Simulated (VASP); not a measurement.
Wanted: the native input for a VASP 6.6.1 run.

| Quantity | Value |
| --- | --- |
| Task | relaxation of cell and atoms |
| Functional | PBE |
| Potentials or basis | VASP PAW PBE potentials, release 64 (Co, C) |
| Cutoff | 600 eV |
| k mesh | 6 × 6 × 4 |
| Occupations | gaussian, width 0.1 eV |
| Spin | no spin polarisation |
| Dipole correction | no |
| Further INCAR settings | ALGO = Normal; EDIFF = 1e-06; IBRION = 2; EDIFFG = -0.04; NSW = 90; ISIF = 3 |

The structure of Co3C2 lies in POSCAR:

```
Co3C2
1.0
    3.2018115537      0.0000000000      0.0000000000
   -1.6009057768      2.7728501436      0.0000000000
    0.0000000000      0.0000000000      4.9814986863
Co C
3 2
Direct
    0.0000000000      0.0000000000      0.0000000000
    0.3333333333      0.6666666667      0.6450000000
    0.6666666667      0.3333333333      0.3550000000
    0.3333333333      0.6666666667      0.2450000000
    0.6666666667      0.3333333333      0.7550000000
```

One way to write it, as run:

INCAR

```
ALGO     = Normal         # electronic algorithm
EDIFF    = 1E-6           # SCF threshold, eV
EDIFFG   = -0.04          # ionic threshold
ENCUT    = 600            # plane-wave cutoff, eV
GGA      = PE             # functional
IBRION   = 2              # ionic algorithm
ISIF     = 3              # what is computed and relaxed
ISMEAR   = 0              # smearing method
LASPH    = T              # aspherical terms in the spheres
LCHARG   = F              # write CHGCAR
LREAL    = F              # projectors in reciprocal space
LWAVE    = F              # write WAVECAR
NELM     = 100            # most SCF steps
NSW      = 90             # ionic steps
PREC     = Accurate       # precision mode
SIGMA    = 0.1            # smearing width, eV
```

KPOINTS

```
k-points
0
Gamma
  6 6 4
```

Potentials or basis: VASP PAW PBE potentials, release 64 (Co, C).

Command:

```sh
$ cat potpaw_PBE.64/Co/POTCAR potpaw_PBE.64/C/POTCAR > POTCAR
$ mpirun -np 1 vasp_std > vasp.out
```

Results of the run:

| Quantity | Value |
| --- | --- |
| Relaxed volume | 8.56 Å³/atom |
| Relaxed cell | a = 3.137 Å, b = 3.137 Å, c = 5.020 Å, α = 90.00°, β = 90.00°, γ = 120.00° |
| Space group after relaxing (to 0.1 Å) | P-3m1 (No. 164) |
| Energy gained by relaxing | 42.7 meV/atom |
| Ionic steps | 7 |
| Pressure after relaxing | 0.3 GPa |
| Largest force after relaxing | 0.014 eV/Å |
| Band gap on the k mesh | zero (an odd number of electrons rules out a gap without spin polarisation) |

Caveat: the k points lie up to 0.39 Å⁻¹ apart in the final cell, too coarse for converged energies and pressures of a metal; the run has no spin polarisation, though such a crystal can be magnetic.

Wall time 110 s on 1 thread of Intel(R) Xeon(R) 6975P-C (Granite Rapids), on a shared host, peak memory 0.19 GiB.
